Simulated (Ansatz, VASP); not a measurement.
# LuGaSe2 in VASP and in Ansatz

```
Lu Ga Se
1.0
     0.00000    0.00000    6.25130
     3.92253   -3.92253    3.12565
     3.92253    3.92253   -3.12565
Lu Ga Se
2 2 4
Cartesian
  0.0000 0.0000 1.5628
  0.0000 0.0000 4.6885
  3.9225 0.0000 4.6885
  3.9225 0.0000 1.5628
  5.1542 1.2317 3.1256
  2.6909 1.2317 0.0000
  2.6909 -1.2317 3.1256
  5.1542 -1.2317 6.2513
```

Alike in both runs: task single point; functional PBE; k mesh 7 × 7 × 7; no spin polarisation.

```csv
,VASP,Ansatz
version,VASP 6.6.1,Ansatz 0.2.0
potentials or method,"VASP PAW PBE potentials, release 64 (Lu, Ga_d, Se), cutoff 520 eV",PAW plane waves
occupations,"fermi-dirac, width 0.1 eV",fermi-dirac
valence electrons in the cell,100,140
```

Ansatz gave:

| Item | Value |
| --- | --- |
| pressure (GPa) | 6.7 |
| traceless stress, the component that is largest in VASP (GPa) | 5.24 |
| rms of the force components (eV/Å) | 1.155 |

Q: Estimate VASP's values.

A: Pressure (GPa): 6.8; traceless stress, the component that is largest in VASP (GPa): 5.32; rms of the force components (eV/Å): 1.168.

Atom by atom the forces differ by 0.013 eV/Å (rms over components). VASP's potentials hold 100 valence electrons a cell and Ansatz's 140, so a difference there can come from the potentials and not from the codes.

Spin-orbit coupling is off throughout.
